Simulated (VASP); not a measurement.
A run of VASP 6.6.1:

INCAR

```
SYSTEM = TeAu
ALGO = Normal
EDIFF = 1E-6
ENCUT = 520
GGA = PE
ISIF = 2
ISMEAR = 0
LASPH = .True.
LCHARG = .False.
LREAL = .False.
LWAVE = .False.
NBANDS = 25
NELM = 100
PREC = Accurate
SIGMA = 0.1
```

File KPOINTS:

```
k-points
0
Gamma
  12 12 12
  0 0 0
```

The input POSCAR:

```
TeAu
1.0
    0.0000000000      3.6033402156      3.6033402156
    3.6033402156      0.0000000000      3.6033402156
    3.6033402156      3.6033402156      0.0000000000
Te Au
2 2
Direct
    0.2500000000      0.2500000000      0.2500000000
    0.0000000000      0.0000000000      0.0000000000
    0.7500000000      0.7500000000      0.7500000000
    0.5000000000      0.5000000000      0.5000000000
```

Potentials or basis: VASP PAW PBE potentials, release 64 (Te, Au).

The run is started by

```sh
$ cat potpaw_PBE.64/Te/POTCAR potpaw_PBE.64/Au/POTCAR > POTCAR
$ mpirun -np 1 vasp_std > vasp.out
```

Hardware: 1 thread of Intel(R) Xeon(R) Platinum 8559C (Emerald Rapids) (shared host).

Question: Estimate the wall time of this run.

Answer: Run time: 100 s on 1 thread of Intel(R) Xeon(R) Platinum 8559C (Emerald Rapids), on a shared host, peak memory 0.33 GiB. Counts: scf iterations 13, k points 72.
